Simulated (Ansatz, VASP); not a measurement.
TiO2: VASP beside Ansatz

The input INCAR:

```
PREC     = Accurate       # precision mode
ENCUT    = 520            # plane-wave cutoff, eV
EDIFF    = 1E-6           # SCF threshold, eV
ISMEAR   = 0              # smearing method
SIGMA    = 0.05           # smearing width, eV
LREAL    = F              # projectors in reciprocal space
LASPH    = T              # aspherical terms in the spheres
NELM     = 80             # most SCF steps
ALGO     = Normal         # electronic algorithm
ISIF     = 2              # what is computed and relaxed
LWAVE    = F              # write WAVECAR
LCHARG   = T              # write CHGCAR
GGA      = PS             # functional
LELF     = T              # ELF
LVHAR    = T            
NBANDS   = 33             # bands
```

KPOINTS

```
Automatic mesh
0
Gamma
  6 6 6
```

POSCAR

```
TiO2
1.0
    2.6712058798     -2.6712807098     -0.0199768479
    2.6712058798      2.6712807098     -0.0199768479
   -2.6352899486      0.0000000000      4.8119333815
Ti O
2 4
Direct
    0.1250075032      0.8749924968      0.2500000000
    0.8749924968      0.1250075032      0.7500000000
    0.3322533869      0.0822599343      0.6645088159
    0.6677466131      0.9177400657      0.3354911841
    0.9177400657      0.6677466131      0.8354911841
    0.0822599343      0.3322533869      0.1645088159
```

Input for Ansatz:

```yaml
crystal:
  lattice:
    - [2.6712058798, -2.6712807098, -0.0199768479]
    - [2.6712058798, 2.6712807098, -0.0199768479]
    - [-2.6352899486, 0.0, 4.8119333815]
  atoms:
    - { symbol: Ti, position: [0.1250075032, 0.8749924968, 0.25] }
    - { symbol: Ti, position: [0.8749924968, 0.1250075032, 0.75] }
    - { symbol: O, position: [0.3322533869, 0.0822599343, 0.6645088159] }
    - { symbol: O, position: [0.6677466131, 0.9177400657, 0.3354911841] }
    - { symbol: O, position: [0.9177400657, 0.6677466131, 0.8354911841] }
    - { symbol: O, position: [0.0822599343, 0.3322533869, 0.1645088159] }
kpoints:
  mp_grid: { grid: [6, 6, 6] }
hamiltonian:
  xc: pbesol
scf:
  occupations: { method: gaussian, width: 0.05 }
  n_extra_bands: 5
output:
  forces: true
  stress: true
  eigenvalues: true
```

Alike in both runs: task single point; functional PBEsol; k mesh 6 × 6 × 6; occupations gaussian, width 0.05 eV; no spin polarisation.

```csv
,VASP,Ansatz
version,VASP 6.6.1,Ansatz 0.2.0
potentials or method,"VASP PAW PBE potentials, release 64 (Ti_sv, O)",plane waves
plane-wave cutoff (eV),520,420
valence electrons in the cell,48,48
```

Ansatz gave:

* gap on the k mesh at the Fermi level (eV): 2.15
* pressure (GPa): -1.5
* traceless stress, the component that is largest in VASP (GPa): 0.06
* rms of the force components (eV/Å): 0.009

Q: Estimate VASP's values.

A: gap on the k mesh at the Fermi level (eV): 2.13; pressure (GPa): -0.8; traceless stress, the component that is largest in VASP (GPa): 0.11; rms of the force components (eV/Å): 0.000.

VASP's potentials were made for PBE, not for PBEsol. Atom by atom the forces differ by 0.009 eV/Å (rms over components). Ansatz's warnings: near symmetry operations not taken.
